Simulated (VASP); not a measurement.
Input of a VASP 6.6.1 run:

INCAR

```
PREC = Accurate ; ENCUT = 500
EDIFF = 1E-6 ; ISMEAR = -1
SIGMA = 0.05 ; LREAL = False
LASPH = True ; NELM = 120
ALGO = Normal ; ISIF = 2
LWAVE = False ; LCHARG = False
GGA = PE ; NBANDS = 16
GGA_COMPAT = False
```

Contents of KPOINTS:

```
regular mesh
0
Gamma
  12 12 12
```

POSCAR

```
ZnS
1.0
    0.0000000000      2.7215017777      2.7215017777
    2.7215017777      0.0000000000      2.7215017777
    2.7215017777      2.7215017777      0.0000000000
Zn S
1 1
Direct
    0.0000000000      0.0000000000      0.0000000000
    0.2500000000      0.2500000000      0.2500000000
```

Potentials or basis: VASP PAW PBE potentials, release 64 (Zn, S).

Run with:

```console
$ cat potpaw_PBE.64/Zn/POTCAR potpaw_PBE.64/S/POTCAR > POTCAR
$ mpirun -np 1 vasp_std > vasp.out
```

**Question.** Estimate the band gap on the k mesh.

**Answer.** 2.02 eV, direct.

**Question.** Estimate the pressure.

**Answer.** 0.2 GPa.

A k mesh can miss the band edges. A hybrid or GW would open this gap; PBE tends to underestimate it.
